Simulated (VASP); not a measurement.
Here is a VASP 6.6.1 calculation.

The input INCAR:

```
PREC = Accurate ; ENCUT = 520
EDIFF = 1E-6 ; ISMEAR = 0
SIGMA = 0.05 ; LREAL = False
LASPH = True ; NELM = 100
ALGO = Normal ; ISIF = 2
LWAVE = False ; LCHARG = False
NBANDS = 23
```

Contents of KPOINTS:

```
Automatic mesh
0
Gamma
  6 6 4
```

The input POSCAR:

```
KNaICl
1.0
    3.8454146418      0.0000000000      0.0000000000
    0.0000000000      4.4787923021      0.0000000000
    0.0000000000      0.0000000000      6.9758314978
K Na I Cl
1 1 1 1
Direct
    0.5000000000      0.5000000000      0.5000000000
    0.0000000000      0.0000000000      0.0000000000
    0.5000000000      0.5000000000      0.0000000000
    0.0000000000      0.0000000000      0.5000000000
```

Potentials or basis: VASP PAW LDA potentials, release 64 (K_sv, Na_pv, I, Cl).

Command:

```bash
$ cat potpaw_LDA.64/K_sv/POTCAR potpaw_LDA.64/Na_pv/POTCAR potpaw_LDA.64/I/POTCAR potpaw_LDA.64/Cl/POTCAR > POTCAR
$ mpirun -np 1 vasp_std > vasp.out
```

Q: What does it give for the pressure?

A: 1.3 GPa.

Q: Predict the band gap on the k mesh.

A: 3.24 eV, indirect (least direct gap 3.28 eV).

Stress tensor (GPa, compression positive):
```
 4.36  0.00  0.00
 0.00  1.25  0.00
 0.00  0.00 -1.80
```

Caveat: the cell differs from its parent crystal (strain +e along x and -e along y -0.0733, strain +e along z and -e/2 along x and y +0.0733); spin-orbit coupling is left out, which moves the levels of the heavy elements. A k mesh can miss the band edges.
